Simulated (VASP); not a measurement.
Crystal: Al.

```
Al
1.0
     0.00000    2.02481    2.02481
     2.02481    0.00000    2.02481
     2.02481    2.02481    0.00000
Al
1
Direct
  0.00000 0.00000 0.00000
```

* Program: VASP 6.6.1
* Task: relaxation of cell and atoms
* Functional: LDA
* Potentials or basis: VASP PAW LDA potentials, release 64 (Al)
* Cutoff: 600 eV
* k mesh: 14 × 14 × 14
* Occupations: gaussian, width 0.1 eV
* Spin: no spin polarisation

At the start: pressure -3.9 GPa; volume 16.60 Å³/atom.

Task: Where does the relaxation end?

Result: Over 3 steps the energy falls by 10.5 meV/atom and the volume is 15.77 Å³/atom (-5.0 %); space group Fm-3m (No. 225, to 0.05 Å).

The path:
| step | energy change (eV) | largest force (eV/Å) | pressure (GPa) | volume (Å³) |
| --- | --- | --- | --- | --- |
| 1 | 0.0000 | 0.0000 | -3.86 | 16.60 |
| 2 | -0.0103 | 0.0000 | 0.61 | 15.66 |
| 3 | -0.0105 | 0.0000 | 0.01 | 15.77 |

Final structure:
```
CELL_PARAMETERS angstrom
0.00000 1.99038 1.99038
1.99038 0.00000 1.99038
1.99038 1.99038 0.00000
ATOMIC_POSITIONS crystal
Al 0.00000 0.00000 0.00000
```
